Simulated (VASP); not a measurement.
Here is a VASP 6.6.1 calculation.

INCAR

```
PREC = Accurate
ENCUT = 520
EDIFF = 1E-7
ISMEAR = 0
SIGMA = 0.15
LREAL = F
LASPH = T
NELM = 100
ALGO = Fast
ISIF = 2
LWAVE = F
LCHARG = T
GGA = PE
LELF = T
LVHAR = T
NBANDS = 13
```

The input KPOINTS:

```
regular mesh
0
Gamma
  20 20 20
```

POSCAR

```
W
1.0
   -1.6502704647      1.5759310891      1.5759310891
    1.5759310891     -1.6502704647      1.5759310891
    1.5759310891      1.5759310891     -1.6502704647
W
1
Direct
    0.0000000000      0.0000000000      0.0000000000
```

Potentials or basis: VASP PAW PBE potentials, release 64 (W_sv).

Launch:

```sh
$ cat potpaw_PBE.64/W_sv/POTCAR > POTCAR
$ mpirun -np 1 vasp_std > vasp.out
```

Task: Estimate the band gap on the k mesh.

Result: Zero (bands 7 and 8 overlap by 5.79 eV).

Task: Estimate the pressure.

Result: 12.4 GPa.

Stress tensor (GPa, compression positive):
```
12.36  9.29  9.29
 9.29 12.36  9.29
 9.29  9.29 12.36
```

Caveat: the cell stands under pressure; spin-orbit coupling is left out, which moves the levels of the heavy elements.
